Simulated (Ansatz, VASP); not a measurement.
**Two plane-wave programs on Ni**

The input POSCAR:

```
Ni
1.0
    0.0000000000      1.7047240000      1.7047240000
    1.7047240000      0.0000000000      1.7047240000
    1.7047240000      1.7047240000      0.0000000000
Ni
1
Direct
    0.0000000000      0.0000000000      0.0000000000
```

File INCAR.step1:

```
  ALGO = Normal
  EDIFF = 1E-4
  ENCUT = 600
  GGA = PE
  ISMEAR = 1
  LASPH = T
  LCHARG = F
  LDAU = T
  LDAUJ = 0
  LDAUL = 2
  LDAUTYPE = 2
  LDAUU = 3
  LMAXMIX = 4
  LREAL = F
  LWAVE = T
  NELM = 150
  PREC = Accurate
  SIGMA = 0.0173
```

Contents of INCAR.step2:

```
  ALGO = Normal
  EDIFF = 1E-7
  EDIFFG = -0.01
  ENCUT = 600
  IBRION = 2
  ISIF = 3
  ISMEAR = 1
  ISTART = 1
  LASPH = T
  LCHARG = F
  LDAU = T
  LDAUJ = 0
  LDAUL = 2
  LDAUPRINT = 1
  LDAUTYPE = 2
  LDAUU = 3
  LMAXMIX = 4
  LMIXTAU = T
  LREAL = F
  LWAVE = F
  METAGGA = R2SCAN
  NELM = 150
  NSW = 60
  PREC = Accurate
  SIGMA = 0.0173
```

The input KPOINTS:

```
k-points
0
Gamma
  11 11 11
```

Input for Ansatz:

```yaml
crystal:
  lattice:
    - [0.0, 1.704724, 1.704724]
    - [1.704724, 0.0, 1.704724]
    - [1.704724, 1.704724, 0.0]
  atoms:
    - { symbol: Ni, position: [0.0, 0.0, 0.0] }
  symmetry: { tolerance: 0.0003 }
kpoints:
  mp_grid: { grid: [11, 11, 11], shift: [0, 0, 0] }
magnetization:
  spin_polarized: false
scf:
  occupations: { method: cold, width: 0.0173 }
hamiltonian:
  pseudopotentials: { kind: paw }
  xc: r2scan
  hubbard: { sites: [{ species: Ni, l: d, u_eff: 3.0 }], double_counting: fll }
basis:
  ecutwfc: 500
output:
  forces: true
  stress: true
  eigenvalues: true
  write_density: true
  write_potential: true
  elf: true
  volumetric_format: npy
relax:
  max_steps: 40
  cell: {}
```

Alike in both runs: task relaxation of cell and atoms; functional r2SCAN; k mesh 11 × 11 × 11; no spin polarisation; Hubbard terms Ni d U = 3.0 eV.

|  | VASP | Ansatz |
| --- | --- | --- |
| version | VASP 6.6.1 | Ansatz 0.2.0 |
| potentials or method | VASP PAW PBE potentials, release 64 (Ni), cutoff 600 eV | PAW plane waves |
| occupations | methfessel-paxton of order 1, width 0.0173 eV | cold, width 0.0173 eV |
| valence electrons in the cell | 10 | 18 |

Ansatz gave:

```
gap on the k mesh at the Fermi level, each at its own relaxed structure (eV) : none
relaxed volume (Å³/atom)                                                     : 10.39
relaxed cell length with the largest relative difference (Å)                 : 2.449
```

**Question.** What did VASP give for the same quantities?

**Answer.** gap on the k mesh at the Fermi level, each at its own relaxed structure (eV): none; relaxed volume (Å³/atom): 10.03; relaxed cell length with the largest relative difference (Å): 2.421.

VASP's potentials were made for PBE, not for r2SCAN. The programs project onto different local orbitals, so the same U acts differently, and such runs can settle in different states. A gap of «none» marks a metal or a gap that the smearing closes. VASP's potentials hold 10 valence electrons a cell and Ansatz's 18, so a difference there can come from the potentials and not from the codes. Ansatz's warnings: filled band counts differ across k points.
